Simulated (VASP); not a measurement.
Set up this calculation in VASP 6.6.1, as the native input.

```yaml
Task: single point
Functional: r2SCAN
Potentials_or_basis: VASP PAW PBE potentials, release 64 (Pt, Se)
Cutoff: 520 eV
k_mesh: 12 × 12 × 6
Occupations: gaussian, width 0.02 eV
Spin: no spin polarisation
Dipole_correction: no
Further_INCAR_settings: ALGO = Normal; EDIFF = 1e-07; NBANDS = 18
```

Crystal: PtSe2.

```
Pt Se
1.0
     3.75466    0.00000    0.00000
    -1.87733    3.25163    0.00000
     0.00000    0.00000    5.78692
Pt Se
1 2
Direct
  0.00000 0.00000 0.00000
  0.66667 0.33333 0.77479
  0.33333 0.66667 0.22521
```

This cell differs from its parent crystal: biaxial strain in the a-b plane: +1.0 %.

One way to write it, as run:

POSCAR

```
PtSe2
1.0
    3.7546571034      0.0000000000      0.0000000000
   -1.8773285517      3.2516284340      0.0000000000
    0.0000000000      0.0000000000      5.7869219287
Pt Se
1 2
Direct
    0.0000000000      0.0000000000      0.0000000000
    0.6666666667      0.3333333333      0.7747925649
    0.3333333333      0.6666666667      0.2252074351
```

INCAR.step1

```
PREC = Accurate
ENCUT = 520
ISMEAR = 0
SIGMA = 0.02
LREAL = F
LASPH = T
NELM = 100
NBANDS = 18
GGA = PE
ALGO = Normal
EDIFF = 1E-4
LWAVE = T
LCHARG = F
```

INCAR.step2

```
PREC = Accurate
ENCUT = 520
EDIFF = 1E-7
ISMEAR = 0
SIGMA = 0.02
LREAL = F
LASPH = T
NELM = 100
ALGO = Normal
ISIF = 2
LWAVE = F
LCHARG = F
METAGGA = R2SCAN
LMIXTAU = T
NBANDS = 18
ISTART = 1
```

KPOINTS

```
regular mesh
0
Gamma
  12 12 6
```

Potentials or basis: VASP PAW PBE potentials, release 64 (Pt, Se).

Command:

```console
$ cat potpaw_PBE.64/Pt/POTCAR potpaw_PBE.64/Se/POTCAR > POTCAR
$ cp INCAR.step1 INCAR
$ mpirun -np 1 vasp_std > vasp.out
$ cp INCAR.step2 INCAR
$ mpirun -np 1 vasp_std > vasp.out
```

It gave:

* Pressure: -1.8 GPa
* Largest force: 0.121 eV/Å
* Band gap on the k mesh: 0.49 eV (least direct gap 0.89 eV)

Caveat: the cell differs from its parent crystal (biaxial strain in the a-b plane: +1.0 %); the PAW data sets were made with another functional, which shifts forces and pressure a little; spin-orbit coupling is left out, which moves the levels of the heavy elements.

Run time: 4 min on 1 thread of Intel(R) Xeon(R) 6975P-C (Granite Rapids), with other jobs on the host, peak memory 0.29 GiB.
